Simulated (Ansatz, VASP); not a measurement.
## One calculation of N, two programs

```
N
1.0
    -3.81655    0.00000    0.00000
    -1.90828   -3.30523    0.00000
     0.00000    0.00000   16.32904
N
8
Direct
  0.33333 0.33333 0.82837
  0.33333 0.33333 0.37430
  0.33333 0.33333 0.76087
  0.33333 0.33333 0.30680
  0.66667 0.66667 0.14727
  0.66667 0.66667 0.60133
  0.66667 0.66667 0.07977
  0.66667 0.66667 0.53384
```

Alike in both runs: task single point; functional PBE; dispersion D3(BJ); k mesh 7 × 7 × 2; occupations gaussian, width 0.05 eV; no spin polarisation.

|  | VASP | Ansatz |
| --- | --- | --- |
| version | VASP 6.6.1 | Ansatz 0.2.0 |
| potentials or method | VASP PAW PBE potentials, release 64 (N), cutoff 520 eV | scalar-relativistic, plane waves, PAW |
| valence electrons in the cell | 40 | 40 |

VASP gave:

| Property | Result |
| --- | --- |
| gap on the k mesh at the Fermi level (eV) | 7.23 |
| least direct gap on the mesh (eV) | 7.29 |
| pressure (GPa) | 1.8 |
| traceless stress, the component that is largest in VASP (GPa) | 3.93 |
| rms of the force components (eV/Å) | 1.009 |

Q: Estimate Ansatz's values.

A: gap on the k mesh at the Fermi level (eV): 7.27; least direct gap on the mesh (eV): 7.33; pressure (GPa): 0.0; traceless stress, the component that is largest in VASP (GPa): 0.02; rms of the force components (eV/Å): 0.007.

Atom by atom the forces differ by 1.006 eV/Å (rms over components).

Noted on VASP's run: the standard files for N, O and F lose accuracy on very short bonds.
